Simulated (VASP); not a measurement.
# WC: single point with r2SCAN

The system is WC.

```
W C
1.0
     2.94337    0.00000    0.00000
    -1.47168    2.54903    0.00000
     0.00000    0.00000    2.85946
W C
1 1
Direct
  0.00000 0.00000 0.00000
  0.66667 0.33333 0.50000
```

| Item | Value |
| --- | --- |
| Program | VASP 6.6.1 |
| Task | single point |
| Functional | r2SCAN |
| Potentials or basis | VASP PAW PBE potentials, release 64 (W_sv, C_h) |
| Cutoff | 910 eV |
| k mesh | 18 × 18 × 14 |
| Occupations | gaussian, width 0.1 eV |
| Spin | no spin polarisation |

- Pressure: -9.5 GPa
- Band gap on the k mesh: zero (bands 9 and 10 overlap by 1.30 eV)

Stress tensor (GPa, compression positive):
```
-9.61  0.00  0.00
 0.00 -9.61  0.00
 0.00  0.00 -9.37
```

Levels at points of the mesh, in eV from the Fermi level:
| k point | band 5 | band 6 | band 7 | band 8 | band 9 | band 10 | band 11 | band 12 | band 13 | band 14 |
| --- | --- | --- | --- | --- | --- | --- | --- | --- | --- | --- |
| (0.00, 0.00, 0.00) | -14.96 | -4.28 | -3.35 | -3.35 | 0.16 | 3.29 | 3.29 | 5.81 | 5.81 | 6.54 |
| (0.50, 0.00, 0.00) | -11.68 | -7.16 | -3.55 | -3.52 | -0.50 | 2.43 | 4.53 | 4.86 | 7.11 | 9.94 |
| (0.00, 0.00, 0.50) | -11.03 | -8.77 | -2.03 | -2.03 | -0.51 | -0.51 | 3.77 | 4.75 | 4.75 | 10.37 |
| (0.50, 0.00, 0.50) | -11.77 | -6.50 | -4.33 | -4.26 | 0.19 | 4.39 | 5.27 | 6.68 | 9.33 | 10.30 |

Wall time 4.2 min on 1 thread of Intel(R) Xeon(R) 6975P-C (Granite Rapids) (shared host), peak memory 0.35 GiB.

Caveat: the cutoff is under 1.25 times the usual one of these potentials, so pressure, stress and relaxed cells hold a basis-set (Pulay) error; the cell stands under tension; the PAW data sets were made with another functional, which shifts forces and pressure a little; spin-orbit coupling is left out, which moves the levels of the heavy elements.
